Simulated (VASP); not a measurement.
# BeZn2Se3 (P31m) in VASP: single point with PBE

Aim: the single point of BeZn2Se3 with PBE.

All numbers are computed with VASP 6.6.1; they aren't measurements. Logs are shortened: lines on timing, memory, paths and dates and some standing lists are left out, and cuts for length are marked.

## (1) The cell of the first run

The structure is trigonal, space group P31m (No. 157). The conventional cell has a = 6.773 Å, b = 6.773 Å, c = 6.447 Å, α = 90.00°, β = 90.00°, γ = 120.00°. Be (site symmetry 3) has 4 Se at 2.25 to 2.30 Å within 3.0 Å. Zn (site symmetry m) has 4 Se at 2.44 to 2.47 Å within 3.2 Å. Zn (site symmetry 3m) has 4 Se at 2.47 to 2.53 Å within 3.3 Å. Se (site symmetry m) has 2 Be at 2.30 Å and 2 Zn at 2.47 to 2.53 Å within 3.0 Å. Se (site symmetry 3) has 1 Be at 2.25 Å and 3 Zn at 2.44 Å within 3.0 Å. Within 3.2 Å of Se (site symmetry 3m) lie 4 Zn at 2.44 to 2.47 Å.

## (2) Single point, PBE

The input, INCAR:

```
SYSTEM = BeZn2Se3
PREC = Accurate
ENCUT = 520
EDIFF = 1E-6
ISMEAR = 0
SIGMA = 0.02
LREAL = .False.
LASPH = .True.
NELM = 60
ALGO = Normal
ISIF = 2
LWAVE = .False.
LCHARG = .False.
GGA = PE
NBANDS = 56
```

The input, KPOINTS:

```
Automatic mesh
0
Gamma
  6 6 4
  0 0 0
```

The input, POSCAR:

```
BeZn2Se3
1.0
    6.7729402940      0.0000000000      0.0000000000
   -3.3864701470      5.8655383529      0.0000000000
    0.0000000000      0.0000000000      6.4466020871
Be Zn Se
2 4 6
Direct
    0.6666666667      0.3333333333      0.4996153978
    0.3333333333      0.6666666667      0.4996153978
    0.3415493911      0.3415493911      0.0033280155
    0.0000000000      0.6584506089      0.0033280155
    0.6584506089      0.0000000000      0.0033280155
    0.0000000000      0.0000000000      0.4994364797
    0.3578342594      0.3578342594      0.3867859026
    0.0000000000      0.6421657406      0.3867859026
    0.6421657406      0.0000000000      0.3867859026
    0.6666666667      0.3333333333      0.8488517487
    0.3333333333      0.6666666667      0.8488517487
    0.0000000000      0.0000000000      0.8832874723
```

Potentials or basis: VASP PAW PBE potentials, release 64 (Be, Zn, Se).

On the command line:

```sh
$ cat potpaw_PBE.64/Be/POTCAR potpaw_PBE.64/Zn/POTCAR potpaw_PBE.64/Se/POTCAR > POTCAR
$ mpirun -np 1 vasp_std > vasp.out
```

OUTCAR:

```text
SYSTEM = BeZn2Se3
   PREC = Accurate
   ENCUT = 520
   EDIFF = 1E-6
   ISMEAR = 0
   LREAL = .False.
   LASPH = .True.
   NELM = 60
   ISIF = 2
   GGA = PE

 ion  position               nearest neighbor table
   1  0.667  0.333  0.500-  10 2.25   9 2.30   8 2.30   7 2.30
   2  0.333  0.667  0.500-  11 2.25   8 2.30   9 2.30   7 2.30
   3  0.342  0.342  0.003-  12 2.44  11 2.44  10 2.44   7 2.47
   4  0.000  0.658  0.003-  12 2.44  11 2.44  10 2.44   8 2.47
   5  0.658  0.000  0.003-  12 2.44  10 2.44  11 2.44   9 2.47
   6  0.000  0.000  0.499-  12 2.47   8 2.53   7 2.53   9 2.53
   7  0.358  0.358  0.387-   2 2.30   1 2.30   3 2.47   6 2.53
   8  0.000  0.642  0.387-   2 2.30   1 2.30   4 2.47   6 2.53
   9  0.642  0.000  0.387-   1 2.30   2 2.30   5 2.47   6 2.53
  10  0.667  0.333  0.849-   1 2.25   5 2.44   4 2.44   3 2.44
  11  0.333  0.667  0.849-   2 2.25   4 2.44   5 2.44   3 2.44
  12  0.000  0.000  0.883-   3 2.44   4 2.44   5 2.44   6 2.47

  LATTYP: Found a hexagonal cell.
 ALAT       =     6.7729402940
 C/A-ratio  =     0.9518173507

  Lattice vectors:

 A1 = (   6.7729402940,   0.0000000000,   0.0000000000)
 A2 = (  -3.3864701470,   5.8655383529,   0.0000000000)
 A3 = (   0.0000000000,   0.0000000000,   6.4466020871)

Analysis of symmetry for initial positions (statically):
=====================================================================
 Subroutine PRICEL returns:
 Original cell was already a primitive cell.

 Routine SETGRP: Setting up the symmetry group for a
 hexagonal supercell.

 Subroutine GETGRP returns: Found  6 space group operations
 (whereof  6 operations were pure point group operations)
 out of a pool of 24 trial point group operations.

The static configuration has the point symmetry C_3v.

Analysis of symmetry for dynamics (positions and initial velocities):
=====================================================================
 Subroutine PRICEL returns:
 Original cell was already a primitive cell.

 Routine SETGRP: Setting up the symmetry group for a
 hexagonal supercell.

 Subroutine GETGRP returns: Found  6 space group operations
 (whereof  6 operations were pure point group operations)
 out of a pool of 24 trial point group operations.

The dynamic configuration has the point symmetry C_3v.

 Subroutine INISYM returns: Found  6 space group operations
 (whereof  6 operations are pure point group operations),
 and found     1 'primitive' translations

----------------------------------------------------------------------------------------

                                     Primitive cell

  volume of cell :     256.1038

  direct lattice vectors                    reciprocal lattice vectors
     6.772940294  0.000000000  0.000000000     0.147646363  0.085243667  0.000000000
    -3.386470147  5.865538353  0.000000000     0.000000000  0.170487335  0.000000000
     0.000000000  0.000000000  6.446602087     0.000000000  0.000000000  0.155120478

  length of vectors
     6.772940294  6.772940294  6.446602087     0.170487335  0.170487335  0.155120478

  position of ions in fractional coordinates (direct lattice)
     0.666666667  0.333333333  0.499615398
     0.333333333  0.666666667  0.499615398
     0.341549391  0.341549391  0.003328016
     0.000000000  0.658450609  0.003328016
     0.658450609  0.000000000  0.003328016
     0.000000000  0.000000000  0.499436480
     0.357834259  0.357834259  0.386785903
     0.000000000  0.642165741  0.386785903
     0.642165741  0.000000000  0.386785903
     0.666666667  0.333333333  0.848851749
     0.333333333  0.666666667  0.848851749
     0.000000000  0.000000000  0.883287472

  ion indices of the primitive-cell ions
   primitive index   ion index
                 1           1
                 2           2
                 3           3
                 4           4
                 5           5
                 6           6
                 7           7
                 8           8
                 9           9
                10          10
                11          11
                12          12

----------------------------------------------------------------------------------------

 KPOINTS: Automatic mesh

Automatic generation of k-mesh.
 Grid dimensions read from file:
 generate k-points for:    6    6    4

 Generating k-lattice:

  Cartesian coordinates                     Fractional coordinates (reciprocal lattice)
     0.024607727  0.014207278  0.000000000     0.166666667  0.000000000  0.000000000
     0.000000000  0.028414556  0.000000000     0.000000000  0.166666667  0.000000000
     0.000000000  0.000000000  0.038780120     0.000000000  0.000000000  0.250000000

  Length of vectors
     0.028414556  0.028414556  0.038780120

  Shift w.r.t. Gamma in fractional coordinates (k-lattice)
     0.000000000  0.000000000  0.000000000

 Subroutine IBZKPT returns following result:
 ===========================================

 Found     24 irreducible k-points:

 Following reciprocal coordinates:
            Coordinates               Weight
  0.000000  0.000000  0.000000      1.000000
  0.166667  0.000000  0.000000      6.000000
  0.333333  0.000000  0.000000      6.000000
  0.500000  0.000000  0.000000      3.000000
  0.166667  0.166667  0.000000      6.000000
  0.333333  0.166667  0.000000     12.000000
[... 16 lines left out ...]
  0.333333  0.166667  0.500000     12.000000
  0.333333  0.333333  0.500000      2.000000
   k-points           NKPTS =     24   k-points in BZ     NKDIM =     24   number of bands    NBANDS=     56
   number of dos      NEDOS =    301   number of ions     NIONS =     12
   total plane-waves  NPLWV = 120000
   dimension x,y,z NGX =    50 NGY =   50 NGZ =   48
   dimension x,y,z NGXF=   100 NGYF=  100 NGZF=   96
   ions per type =               2   4   6
   NGX,Y,Z   is equivalent  to a cutoff of  12.27, 12.27, 12.38 a.u.
   NGXF,Y,Z  is equivalent  to a cutoff of  24.55, 24.55, 24.76 a.u.
 SYSTEM =  BeZn2Se3
   PREC   = accura    normal or accurate (medium, high low for compatibility)
   ISTART =      0    job   : 0-new  1-cont  2-samecut
   ICHARG =      2    charge: 1-file 2-atom 10-const
   ISPIN  =      1    spin polarized calculation?
   LNONCOLLINEAR =      F non collinear calculations
   LSORBIT =      F    spin-orbit coupling
   LASPH  =      T    aspherical Exc in radial PAW
   ENCUT  =  520.0 eV  38.22 Ry    6.18 a.u.  12.59 12.59 11.99*2*pi/ulx,y,z
   NELM   =     60;   NELMIN=  2; NELMDL= -5     # of ELM steps
   EDIFF  = 0.1E-05   stopping-criterion for ELM
   LREAL  =      F    real-space projection
   EDIFFG = 0.1E-04   stopping-criterion for IOM
   NSW    =      0    number of steps for IOM
   IBRION =     -1    ionic relax: 0-MD 1-quasi-New 2-CG
   NFREE  =      0    steps in history (QN), initial steepest desc. (CG)
   ISIF   =      2    stress and relaxation
   ISYM   =      2    0-nonsym 1-usesym 2-fastsym
   POTIM  = 0.5000    time-step for ionic-motion
   TEBEG  =    0.0;   TEEND  =   0.0 temperature during run
   PSTRESS=    0.0 pullay stress
   NELECT =      88.0000    total number of electrons
   NUPDOWN=      -1.0000    fix difference up-down
   EMIN   =  10.00;   EMAX   =-10.00  energy-range for DOS
   EFERMI =   0.00;   METHOD = LEGACY
   ISMEAR =     0;   SIGMA  =   0.02  broadening in eV -4-tet -1-fermi 0-gaus
   EFERMI_NEDOS =   21; number of points for ismear=-14 and -15
   IALGO  =     38    algorithm
   IMIX   =      4    mixing-type and parameters
     AMIX     =   0.40;   BMIX     =  1.00
     AMIX_MAG =   1.60;   BMIX_MAG =  1.00
  volume/ion in A,a.u.               =      21.34       144.02
  Fermi-wavevector in a.u.,A,eV,Ry     =   1.146649  2.166852 17.888985  1.314803
  Thomas-Fermi vector in A             =   2.283332
   LORBIT       =      0    0 simple, 1 ext, 2 COOP (PROOUT), +10 PAW based schemes
   GGA     = PE    functional components
   LHFCALC =     F    Hartree Fock is set to
   AEXX    =    0.0000 exact exchange contribution
   IVDW    =     0    specifies the selected vdW correction
   LEPSILON=     F    determine dielectric tensor
   LRPA    =     F    only Hartree local field effects (RPA)
 non-spin polarized calculation
 Gauss-broadening in eV      SIGMA  =   0.02
  energy-cutoff  :      520.00
  volume of cell :      256.10
 maximum number of plane-waves:      6930
   NGX = 25   NGY = 25   NGZ = 23

 number of electron      88.0000052 magnetization

 Free energy of the ion-electron system (eV)
  ---------------------------------------------------
  ext. energy  EPLUGINS =         0.00000000
  ---------------------------------------------------
  free energy    TOTEN  =       -41.49766961 eV

  energy without entropy =      -41.49766961  energy(sigma->0) =      -41.49766961

 E-fermi :   2.1531     XC(G=0):  -9.2628

 val. band max:        2.0182649969   @ k =   0.0000   0.0000   0.0000
 cond. band min:       3.8823906277   @ k =   0.0000   0.0000   0.0000
 fundamental gap:      1.8641256308
 Fermi energy:         2.1531119332

 k-point     1 :       0.0000    0.0000    0.0000
  band No.  band energies     occupation
      1     -11.3685      2.00000
      2     -10.4596      2.00000
      3     -10.2424      2.00000
      4     -10.2207      2.00000
      5     -10.2207      2.00000
      6     -10.2202      2.00000
[... 48 lines left out ...]
     55       8.8156      0.00000
     56       9.0633      0.00000

 k-point     2 :       0.1667    0.0000    0.0000
  band No.  band energies     occupation
      1     -11.3094      2.00000
      2     -10.4342      2.00000
      3     -10.3816      2.00000
      4     -10.3204      2.00000
      5     -10.1634      2.00000
      6     -10.1482      2.00000
[... 48 lines left out ...]
     55       8.4004      0.00000
     56       8.6183      0.00000
[... 1237 lines left out ...]
     55       7.6781      0.00000
     56       7.9403      0.00000

 k-point    24 :       0.3333    0.3333    0.5000
  band No.  band energies     occupation
      1     -10.5985      2.00000
      2     -10.5985      2.00000
      3     -10.4671      2.00000
      4     -10.4329      2.00000
      5     -10.4329      2.00000
      6     -10.3849      2.00000
[... 48 lines left out ...]
     55       7.6651      0.00000
     56       7.6651      0.00000

------------------------ aborting loop because EDIFF is reached ----------------------------------------

  FORCE on cell =-STRESS in cart. coord.  units (eV):
  Direction    XX          YY          ZZ          XY          YZ          ZX
  --------------------------------------------------------------------------------------
  -------------------------------------------------------------------------------------
  Total        0.3128517      0.3128517      0.3263318      0.0000000      0.0000000     -0.0000000
  in kB        1.9571904      1.9571904      2.0415219      0.0000000      0.0000000     -0.0000000
  external PRESSURE =       1.9853009 kB  Pullay stress =       0.0000000 kB

 VOLUME and BASIS-vectors are now :
 -----------------------------------------------------------------------------
  energy-cutoff  :      520.00
  volume of cell :      256.10
      direct lattice vectors                 reciprocal lattice vectors
     6.772940294  0.000000000  0.000000000     0.147646363  0.085243667  0.000000000
    -3.386470147  5.865538353  0.000000000     0.000000000  0.170487335  0.000000000
     0.000000000  0.000000000  6.446602087     0.000000000  0.000000000  0.155120478

 POSITION                                       TOTAL-FORCE (eV/Angst)
 -----------------------------------------------------------------------------------
      3.38647      1.95518      3.22082         0.000000      0.000000     -0.004809
     -0.00000      3.91036      3.22082         0.000000     -0.000000     -0.004809
      1.15665      2.00337      0.02145         0.000041      0.000071      0.001677
     -2.22982      3.86217      0.02145         0.000041     -0.000071      0.001677
      4.45965      0.00000      0.02145        -0.000082      0.000000      0.001677
      0.00000      0.00000      3.21967         0.000000     -0.000000     -0.002782
      1.21180      2.09889      2.49345         0.003543      0.006136      0.008672
     -2.17468      3.76665      2.49345         0.003543     -0.006136      0.008672
      4.34935      0.00000      2.49345        -0.007085     -0.000000      0.008672
      3.38647      1.95518      5.47221         0.000000      0.000000     -0.008328
     -0.00000      3.91036      5.47221         0.000000     -0.000000     -0.008328
      0.00000      0.00000      5.69420         0.000000      0.000000     -0.001990
 -----------------------------------------------------------------------------------
    total drift:                                0.000005      0.000009     -0.004098

  FREE ENERGIE OF THE ION-ELECTRON SYSTEM (eV)
  ---------------------------------------------------
  free  energy   TOTEN  =       -41.4976696118 eV

  energy  without entropy=      -41.4976696118  energy(sigma->0) =      -41.49766961
```

Run time: 3.8 min. Hardware: 1 thread of Intel Xeon 6975P-C (Granite Rapids), shared host; peak memory 0.49 GiB.

Results:

```yaml
Free_energy: -41.4977 eV
Pressure: 0.2 GPa
Largest_force: 0.011 eV/Å
Band_gap_on_the_k_mesh: 1.86 eV
```

Forces on the atoms (eV/Å):
```
Be   0.000  0.000 -0.005
Be   0.000  0.000 -0.005
Zn   0.000  0.000  0.002
Zn   0.000  0.000  0.002
Zn   0.000  0.000  0.002
Zn   0.000  0.000 -0.003
Se   0.004  0.006  0.009
Se   0.004 -0.006  0.009
Se  -0.007  0.000  0.009
Se   0.000  0.000 -0.008
Se   0.000  0.000 -0.008
Se   0.000  0.000 -0.002
```
